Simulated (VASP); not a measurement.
# Hf3AlN4 (Pm-3m) in VASP: notebook, part 2 of 2

VASP 6.6.1. The steps go on from the part before.

### Step 4. Single point, PBE

This run uses another cell than the first one, of 11.38 Å³/atom.

Input file INCAR:

```
PREC     = Accurate       # precision mode
ENCUT    = 520            # plane-wave cutoff, eV
EDIFF    = 1E-6           # SCF threshold, eV
ISMEAR   = 0              # smearing method
SIGMA    = 0.1            # smearing width, eV
LREAL    = False          # projectors in reciprocal space
LASPH    = True           # aspherical terms in the spheres
NELM     = 80             # most SCF steps
ALGO     = Normal         # electronic algorithm
ISIF     = 2              # what is computed and relaxed
LWAVE    = False          # write WAVECAR
LCHARG   = True           # write CHGCAR
GGA      = PE             # functional
LELF     = True           # ELF
LVHAR    = True         
NBANDS   = 36             # bands
```

Input file KPOINTS:

```
regular mesh
0
Gamma
  8 8 8
```

Input file POSCAR:

```
Hf3AlN4
1.0
    4.4984191356      0.0000000000      0.0000000000
    0.0000000000      4.4984191356      0.0000000000
    0.0000000000      0.0000000000      4.4984191356
Hf Al N
3 1 4
Direct
    0.5000000000      0.0000000000      0.5000000000
    0.0000000000      0.5000000000      0.5000000000
    0.5000000000      0.5000000000      0.0000000000
    0.0000000000      0.0000000000      0.0000000000
    0.5000000000      0.5000000000      0.5000000000
    0.0000000000      0.5000000000      0.0000000000
    0.5000000000      0.0000000000      0.0000000000
    0.0000000000      0.0000000000      0.5000000000
```

Potentials or basis: VASP PAW PBE potentials, release 64 (Hf_pv, Al, N).

Launch:

```console
cat potpaw_PBE.64/Hf_pv/POTCAR potpaw_PBE.64/Al/POTCAR potpaw_PBE.64/N/POTCAR > POTCAR
mpirun -np 1 vasp_std > vasp.out
```

OUTCAR:

```text
PREC = Accurate
   ENCUT = 520
   EDIFF = 1E-6
   ISMEAR = 0
   LREAL = False
   LASPH = True
   NELM = 80
   ISIF = 2
   GGA = PE

 ion  position               nearest neighbor table
   1  0.500  0.000  0.500-   5 2.25   7 2.25   8 2.25   7 2.25   5 2.25   8 2.25   3 3.18   4 3.18
                             2 3.18   2 3.18   3 3.18   3 3.18   3 3.18   2 3.18   4 3.18   4 3.18
   2  0.000  0.500  0.500-   5 2.25   6 2.25   8 2.25   6 2.25   8 2.25   5 2.25   3 3.18   4 3.18
                             1 3.18   1 3.18   4 3.18   3 3.18   4 3.18   1 3.18   3 3.18   4 3.18
   3  0.500  0.500  0.000-   5 2.25   6 2.25   7 2.25   5 2.25   7 2.25   6 2.25   1 3.18   2 3.18
                             1 3.18   1 3.18   4 3.18   2 3.18   1 3.18   2 3.18   4 3.18   4 3.18
   4  0.000  0.000  0.000-   6 2.25   7 2.25   8 2.25   8 2.25   6 2.25   7 2.25   1 3.18   2 3.18
                             1 3.18   2 3.18   3 3.18   2 3.18   2 3.18   1 3.18   3 3.18   3 3.18
   5  0.500  0.500  0.500-   1 2.25   2 2.25   3 2.25   3 2.25   1 2.25   2 2.25
   6  0.000  0.500  0.000-   2 2.25   3 2.25   4 2.25   2 2.25   4 2.25   3 2.25
   7  0.500  0.000  0.000-   1 2.25   3 2.25   4 2.25   1 2.25   3 2.25   4 2.25
   8  0.000  0.000  0.500-   1 2.25   2 2.25   4 2.25   4 2.25   2 2.25   1 2.25

  LATTYP: Found a simple cubic cell.
 ALAT       =     4.4984191356

  Lattice vectors:

 A1 = (   4.4984191356,   0.0000000000,   0.0000000000)
 A2 = (   0.0000000000,   4.4984191356,   0.0000000000)
 A3 = (   0.0000000000,   0.0000000000,   4.4984191356)

Analysis of symmetry for initial positions (statically):
=====================================================================
 Subroutine PRICEL returns:
 Original cell was already a primitive cell.

 Routine SETGRP: Setting up the symmetry group for a
 simple cubic supercell.

 Subroutine GETGRP returns: Found 48 space group operations
 (whereof 48 operations were pure point group operations)
 out of a pool of 48 trial point group operations.

The static configuration has the point symmetry O_h .

Analysis of symmetry for dynamics (positions and initial velocities):
=====================================================================
 Subroutine PRICEL returns:
 Original cell was already a primitive cell.

 Routine SETGRP: Setting up the symmetry group for a
 simple cubic supercell.

 Subroutine GETGRP returns: Found 48 space group operations
 (whereof 48 operations were pure point group operations)
 out of a pool of 48 trial point group operations.

The dynamic configuration has the point symmetry O_h .

 Subroutine INISYM returns: Found 48 space group operations
 (whereof 48 operations are pure point group operations),
 and found     1 'primitive' translations

----------------------------------------------------------------------------------------

                                     Primitive cell

  volume of cell :      91.0290

  direct lattice vectors                    reciprocal lattice vectors
     4.498419136  0.000000000  0.000000000     0.222300317  0.000000000  0.000000000
     0.000000000  4.498419136  0.000000000     0.000000000  0.222300317  0.000000000
     0.000000000  0.000000000  4.498419136     0.000000000  0.000000000  0.222300317

  length of vectors
     4.498419136  4.498419136  4.498419136     0.222300317  0.222300317  0.222300317

  position of ions in fractional coordinates (direct lattice)
[... 50 lines left out ...]
  0.250000  0.000000  0.000000      6.000000
  0.375000  0.000000  0.000000      6.000000
  0.500000  0.000000  0.000000      3.000000
  0.125000  0.125000  0.000000     12.000000
[... 16 lines left out ...]
  0.375000  0.375000  0.125000     24.000000
  0.500000  0.375000  0.125000     24.000000
 [... further k-points ...]
   k-points           NKPTS =     35   k-points in BZ     NKDIM =     35   number of bands    NBANDS=     36
   number of dos      NEDOS =    301   number of ions     NIONS =      8
   total plane-waves  NPLWV =  46656
   dimension x,y,z NGX =    36 NGY =   36 NGZ =   36
   dimension x,y,z NGXF=    72 NGYF=   72 NGZF=   72
   ions per type =               3   1   4
   NGX,Y,Z   is equivalent  to a cutoff of  13.30, 13.30, 13.30 a.u.
   NGXF,Y,Z  is equivalent  to a cutoff of  26.61, 26.61, 26.61 a.u.
 SYSTEM =  unknown system
   PREC   = accura    normal or accurate (medium, high low for compatibility)
   ISTART =      0    job   : 0-new  1-cont  2-samecut
   ICHARG =      2    charge: 1-file 2-atom 10-const
   ISPIN  =      1    spin polarized calculation?
   LNONCOLLINEAR =      F non collinear calculations
   LSORBIT =      F    spin-orbit coupling
   LASPH  =      T    aspherical Exc in radial PAW
   ENCUT  =  520.0 eV  38.22 Ry    6.18 a.u.   8.36  8.36  8.36*2*pi/ulx,y,z
   NELM   =     80;   NELMIN=  2; NELMDL= -5     # of ELM steps
   EDIFF  = 0.1E-05   stopping-criterion for ELM
   LREAL  =      F    real-space projection
   EDIFFG = 0.1E-04   stopping-criterion for IOM
   NSW    =      0    number of steps for IOM
   IBRION =     -1    ionic relax: 0-MD 1-quasi-New 2-CG
   NFREE  =      0    steps in history (QN), initial steepest desc. (CG)
   ISIF   =      2    stress and relaxation
   ISYM   =      2    0-nonsym 1-usesym 2-fastsym
   POTIM  = 0.5000    time-step for ionic-motion
   TEBEG  =    0.0;   TEEND  =   0.0 temperature during run
   PSTRESS=    0.0 pullay stress
   NELECT =      53.0000    total number of electrons
   NUPDOWN=      -1.0000    fix difference up-down
   EMIN   =  10.00;   EMAX   =-10.00  energy-range for DOS
   EFERMI =   0.00;   METHOD = LEGACY
   ISMEAR =     0;   SIGMA  =   0.10  broadening in eV -4-tet -1-fermi 0-gaus
   EFERMI_NEDOS =   21; number of points for ismear=-14 and -15
   IALGO  =     38    algorithm
   IMIX   =      4    mixing-type and parameters
     AMIX     =   0.40;   BMIX     =  1.00
     AMIX_MAG =   1.60;   BMIX_MAG =  1.00
  volume/ion in A,a.u.               =      11.38        76.79
  Fermi-wavevector in a.u.,A,eV,Ry     =   1.367016  2.583285 25.425645  1.868732
  Thomas-Fermi vector in A             =   2.493106
   LORBIT       =      0    0 simple, 1 ext, 2 COOP (PROOUT), +10 PAW based schemes
   GGA     = PE    functional components
   LHFCALC =     F    Hartree Fock is set to
   AEXX    =    0.0000 exact exchange contribution
   IVDW    =     0    specifies the selected vdW correction
   LEPSILON=     F    determine dielectric tensor
   LRPA    =     F    only Hartree local field effects (RPA)
 non-spin polarized calculation
 Gauss-broadening in eV      SIGMA  =   0.10
  energy-cutoff  :      520.00
  volume of cell :       91.03
 maximum number of plane-waves:      2469
 NGX is ok and might be reduce to    36
   NGX = 17   NGY = 17   NGZ = 17

 number of electron      53.0000001 magnetization

 Free energy of the ion-electron system (eV)
  ---------------------------------------------------
  ext. energy  EPLUGINS =         0.00000000
  ---------------------------------------------------
  free energy    TOTEN  =       -78.24778016 eV

  energy without entropy =      -78.23111773  energy(sigma->0) =      -78.23944894

 E-fermi :   8.8900     XC(G=0): -12.3330

 val. band max:        8.8580214168   @ k =   0.3750   0.0000   0.0000
 cond. band min:       8.8903912430   @ k =   0.3750   0.1250   0.1250
 fundamental gap:      0.0323698262
 Fermi energy:         8.8899969739

 k-point     1 :       0.0000    0.0000    0.0000
  band No.  band energies     occupation
      1     -23.1837      2.00000
      2     -23.1837      2.00000
      3     -23.1837      2.00000
      4     -22.8453      2.00000
      5     -22.8453      2.00000
      6     -22.8453      2.00000
[... 925 lines left out ...]
     35      12.6134      0.00000
     36      12.6273      0.00000

 [... further k-points ...]
[... 5 lines left out ...]
  --------------------------------------------------------------------------------------
  -------------------------------------------------------------------------------------
  Total       -1.1229204     -1.1229204     -1.1229204      0.0000000     -0.0000000      0.0000000
  in kB      -19.7642254    -19.7642254    -19.7642254      0.0000000     -0.0000000      0.0000000
  external PRESSURE =     -19.7642254 kB  Pullay stress =       0.0000000 kB

 VOLUME and BASIS-vectors are now :
 -----------------------------------------------------------------------------
  energy-cutoff  :      520.00
  volume of cell :       91.03
      direct lattice vectors                 reciprocal lattice vectors
     4.498419136  0.000000000  0.000000000     0.222300317  0.000000000  0.000000000
     0.000000000  4.498419136  0.000000000     0.000000000  0.222300317  0.000000000
     0.000000000  0.000000000  4.498419136     0.000000000  0.000000000  0.222300317

 POSITION                                       TOTAL-FORCE (eV/Angst)
 -----------------------------------------------------------------------------------
      2.24921      0.00000      2.24921         0.000000      0.000000      0.000000
      0.00000      2.24921      2.24921         0.000000      0.000000      0.000000
      2.24921      2.24921      0.00000         0.000000      0.000000      0.000000
      0.00000      0.00000      0.00000         0.000000      0.000000      0.000000
      2.24921      2.24921      2.24921         0.000000      0.000000      0.000000
      0.00000      2.24921      0.00000         0.000000      0.000000      0.000000
      2.24921      0.00000      0.00000         0.000000      0.000000      0.000000
      0.00000      0.00000      2.24921         0.000000      0.000000      0.000000
 -----------------------------------------------------------------------------------
    total drift:                                0.000000      0.000000      0.000000

  FREE ENERGIE OF THE ION-ELECTRON SYSTEM (eV)
  ---------------------------------------------------
  free  energy   TOTEN  =       -78.2477801626 eV

  energy  without entropy=      -78.2311177251  energy(sigma->0) =      -78.23944894
```

It took 2.6 min on 1 thread of Intel Xeon 8259CL, shared host; peak memory 0.26 GiB.

Results:

```
Free energy            : -78.2478 eV
Pressure               : -2.0 GPa
Band gap on the k mesh : zero (an odd number of electrons rules out a gap without spin polarisation)
```

Caveat: spin-orbit coupling is left out, which moves the levels of the heavy elements.

### Step 5. Overview

| cell | k mesh | gap on the mesh (eV) | pressure (GPa) |
| --- | --- | --- | --- |
| a = 4.494 Å, 8 atoms | 4 × 4 × 4 | none | -2.4 |
| a = 4.872 Å, 8 atoms | 4 × 4 × 4 | none | -35.4 |
| a = 4.498 Å, 8 atoms | 8 × 8 × 8 | none | -2.0 |

Alike in all rows: task single point; level PBE; potentials or basis VASP PAW PBE potentials, release 64 (Hf_pv, Al, N); no spin polarisation; cutoff (eV) 520; smearing gaussian 0.1 eV.

Caveats: spin-orbit coupling is left out, which moves the levels of the heavy elements; the cell stands under tension (at least some runs).

Total energies depend on the potentials used, so only differences within one code and one set of settings carry meaning.
